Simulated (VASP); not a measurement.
Ir: single point with r2SCAN+D3(BJ)

Ir:

```
Ir
1.0
     2.76972    0.00000    0.00000
    -1.38486    2.39865    0.00000
     0.00000    0.00000    4.40338
Ir
2
Direct
  0.66667 0.33333 0.75000
  0.33333 0.66667 0.25000
```

This isn't the form of Ir at room conditions, which is fcc.

```json
{"Program": "VASP 6.6.1", "Task": "single point", "Functional": "r2SCAN", "Dispersion": "D3(BJ)", "Potentials or basis": "VASP PAW PBE potentials, release 64 (Ir)", "Cutoff": "520 eV", "k mesh": "14 × 14 × 8", "Occupations": "fermi-dirac, width 0.1 eV", "Spin": "no spin polarisation", "Dipole correction": "no", "Further INCAR settings": "ALGO = Normal; EDIFF = 1e-06; NBANDS = 16"}
```

- Pressure: -9.7 GPa
- Band gap on the k mesh: zero (bands 9 and 10 overlap by 3.32 eV)
- Dispersion energy per atom: -0.334 eV

Stress tensor (GPa, compression positive):
```
-11.65   0.00   0.00
  0.00 -11.65   0.00
  0.00   0.00  -5.84
```

Levels at points of the mesh, in eV from the Fermi level:
```
           k point  band 7  band 8  band 9  band 10  band 11  band 12
(0.00, 0.00, 0.00)   -3.13   -2.55   -2.55    -0.51     0.25     0.25
(0.50, 0.00, 0.00)   -2.86    0.55    1.00     1.01     2.89     4.35
(0.00, 0.00, 0.50)   -4.00   -4.00   -0.49    -0.49    -0.49    -0.49
(0.50, 0.00, 0.50)   -0.95   -0.95    0.82     0.82     2.04     2.04
```

Run time: 3.4 min on 1 thread of Intel Xeon 8259CL, on a shared host, peak memory 0.21 GiB.

Caveat: three body term missing; the stress differs along the axes, from -12 to -6 GPa; the PAW data sets were made with another functional, which shifts forces and pressure a little; spin-orbit coupling is left out, which moves the levels of the heavy elements.
